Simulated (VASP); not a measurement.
A run of VASP 6.6.1:

Contents of POSCAR:

```
BaTiO3
1.0
   -3.9687812900      0.0000000000     -3.9857482600
    0.0000000000     -3.9687812900      0.0000000000
   -3.9687812900      0.0000000000      3.9857482600
Ba Ti O
2 2 6
Direct
    0.0000000000      0.0000000000      0.0000000000
    0.5000000000      0.0000000000      0.5000000000
    0.5090000000      0.5000000000      0.9910000000
    0.0090000000      0.5000000000      0.4910000000
    0.7420000000      0.5000000000      0.7580000000
    0.2420000000      0.5000000000      0.2580000000
    0.9925000000      0.0000000000      0.5075000000
    0.4925000000      0.0000000000      0.0075000000
    0.7425000000      0.5000000000      0.2575000000
    0.2425000000      0.5000000000      0.7575000000
```

File INCAR.step1:

```
SYSTEM = BaTiO3
  ALGO = Normal
  EDIFF = 1E-6
  ENCUT = 520
  GGA = PE
  ISIF = 2
  ISMEAR = 1
  ISPIN = 2
  LASPH = .True.
  LCHARG = .True.
  LDAU = .True.
  LDAUJ = 0 0 0
  LDAUL = -1 2 -1
  LDAUPRINT = 1
  LDAUTYPE = 2
  LDAUU = 0 6.27 0
  LMAXMIX = 4
  LREAL = .False.
  LWAVE = .False.
  MAGMOM = 0 0 0 0 0 0 0 0 0 0
  NBANDS = 55
  NELM = 150
  PREC = Accurate
  SIGMA = 0.1142
```

KPOINTS.step1

```
k-points
0
Gamma
  3 5 3
  0 0 0
```

File INCAR.step2:

```
SYSTEM = BaTiO3
  ALGO = Normal
  EDIFF = 1E-6
  ENCUT = 520
  GGA = PE
  ICHARG = 11
  ISIF = 2
  ISMEAR = -5
  ISPIN = 2
  LASPH = .True.
  LCHARG = .False.
  LDAU = .True.
  LDAUJ = 0 0 0
  LDAUL = -1 2 -1
  LDAUPRINT = 1
  LDAUTYPE = 2
  LDAUU = 0 6.27 0
  LMAXMIX = 4
  LORBIT = 11
  LREAL = .False.
  LWAVE = .False.
  MAGMOM = 0 0 0 0 0 0 0 0 0 0
  NEDOS = 2001
  NELM = 150
  PREC = Accurate
  SIGMA = 0.1142
```

The input KPOINTS.step2:

```
k-points
0
Gamma
  5 8 5
  0 0 0
```

Potentials or basis: VASP PAW PBE potentials, release 64 (Ba_sv, Ti_sv, O).

Run with:

```console
$ cat potpaw_PBE.64/Ba_sv/POTCAR potpaw_PBE.64/Ti_sv/POTCAR potpaw_PBE.64/O/POTCAR > POTCAR
$ cp INCAR.step1 INCAR
$ cp KPOINTS.step1 KPOINTS
$ mpirun -np 1 vasp_std > vasp.out
$ cp INCAR.step2 INCAR
$ cp KPOINTS.step2 KPOINTS
$ mpirun -np 1 vasp_std > vasp.out
```

Hardware: 1 thread of Intel Xeon 8259CL (shared host).

**Question.** Estimate the wall time of this run.

**Answer.** It took 18 min on 1 thread of Intel Xeon 8259CL, with other jobs on the host, peak memory 0.52 GiB. Counts: k points 45.
